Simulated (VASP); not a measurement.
Write the native input for VASP 6.6.1 that does the following.

```yaml
Task: single point
Functional: PBEsol
Potentials_or_basis: VASP PAW PBE potentials, release 64 (Sc_sv)
Cutoff: 520 eV
k_mesh: 12 × 12 × 12
Occupations: fermi-dirac, width 0.1 eV
Spin: no spin polarisation
Dipole_correction: no
Further_INCAR_settings: ALGO = Normal; EDIFF = 1e-06; NBANDS = 12
```

The structure of Sc lies in POSCAR:

```
Sc
1.0
   -1.8156359731      1.8156359731      1.8156359731
    1.8156359731     -1.8156359731      1.8156359731
    1.8156359731      1.8156359731     -1.8156359731
Sc
1
Direct
    0.0000000000      0.0000000000      0.0000000000
```

The input as run:

INCAR

```
PREC = Accurate ; ENCUT = 520
EDIFF = 1E-6 ; ISMEAR = -1
SIGMA = 0.1 ; LREAL = F
LASPH = T ; NELM = 80
ALGO = Normal ; ISIF = 2
LWAVE = F ; LCHARG = T
GGA = PS ; LELF = T
LVHAR = T ; NBANDS = 12
```

KPOINTS

```
regular mesh
0
Gamma
  12 12 12
```

Potentials or basis: VASP PAW PBE potentials, release 64 (Sc_sv).

Run with:

```sh
$ cat potpaw_PBE.64/Sc_sv/POTCAR > POTCAR
$ mpirun -np 1 vasp_std > vasp.out
```

Results of the run:

| Property | Result |
| --- | --- |
| Pressure | 0.0 GPa |

Caveat: the PAW data sets were made with another functional, which shifts forces and pressure a little.

It took 11 s on 1 thread of Intel(R) Xeon(R) Platinum 8259CL CPU @ 2.50GHz (Skylake/Cascade Lake) (shared host), peak memory 0.15 GiB.
